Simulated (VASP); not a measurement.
Runs of VASP 6.6.1 on P. The structure is that of space group Fm-3m (No. 225), or close to it. The cells are those of the table. This isn't the form of P at room conditions, which is orthorhombic.

```csv
cell,gap on the mesh (eV),pressure (GPa)
"a = 2.706 Å, angles 60.0°, 1 atom",none,3.6
"a = 2.796 Å, angles 60.0°, 1 atom",none,-5.1
"a = 2.724 Å, angles 60.0°, 1 atom",none,1.5
"a = 2.687 Å, angles 60.0°, 1 atom",none,(a)
```

Alike in all rows: task single point; level PBE; potentials or basis VASP PAW PBE potentials, release 64 (P); no spin polarisation; k mesh 48 × 48 × 48; cutoff (eV) 520; smearing fermi-dirac 0.0612256 eV.

Q: Estimate the missing entries.

A: (a) 5.9.

Caveats: the cell stands under pressure (at least some runs); the cell stands under tension (at least some runs).

A gap of «none» marks levels without a gap at the run's occupations.
